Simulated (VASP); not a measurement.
As: single point with PBEsol

As:

```
As
1.0
     2.04423    1.18024    3.48577
    -2.04423    1.18024    3.48577
     0.00000   -2.36047    3.48577
As
2
Direct
  0.22754 0.22754 0.22754
  0.77246 0.77246 0.77246
```

This cell differs from its parent crystal: strain +0.0875 x Voigt [1, 1, 0, 0, 0, 0].

```
Program                : VASP 6.6.1
Task                   : single point
Functional             : PBEsol
Potentials or basis    : VASP PAW PBE potentials, release 64 (As)
Cutoff                 : 520 eV
k mesh                 : 18 × 18 × 18
Occupations            : gaussian, width 0.15 eV
Spin                   : no spin polarisation
Dipole correction      : no
Further INCAR settings : ALGO = Normal; EDIFF = 1e-06; NBANDS = 12
```

```yaml
Pressure: -9.8 GPa
Largest_force: 0.428 eV/Å
Band_gap_on_the_k_mesh: zero (band 5 reaches 3.48 eV, above the bottom of band 6 at 3.31 eV)
```

Forces on the atoms (eV/Å):
```
As   0.000  0.000 -0.428
As   0.000  0.000  0.428
```

Stress tensor (GPa, compression positive):
```
-11.85   0.00   0.00
  0.00 -11.85   0.00
  0.00   0.00  -5.71
```

Levels at points of the mesh, in eV from the Fermi level:
```
           k point  band 3  band 4  band 5  band 6  band 7  band 8
(0.00, 0.00, 0.00)   -1.74   -1.74   -1.29    1.92    2.90    2.90
(0.50, 0.00, 0.00)   -2.06   -1.62   -0.28   -0.17    1.03    1.34
(0.50, 0.50, 0.00)   -4.99   -3.47   -3.08    2.04    4.95    6.12
(0.50, 0.50, 0.50)   -1.45   -1.45   -1.23    0.62    0.62    1.19
```

Run time: 72 s on 1 thread of Intel(R) Xeon(R) 6975P-C (Granite Rapids), on a shared host, peak memory 0.41 GiB.

Caveat: the cell differs from its parent crystal (strain +0.0875 x Voigt [1, 1, 0, 0, 0, 0]); the PAW data sets were made with another functional, which shifts forces and pressure a little.
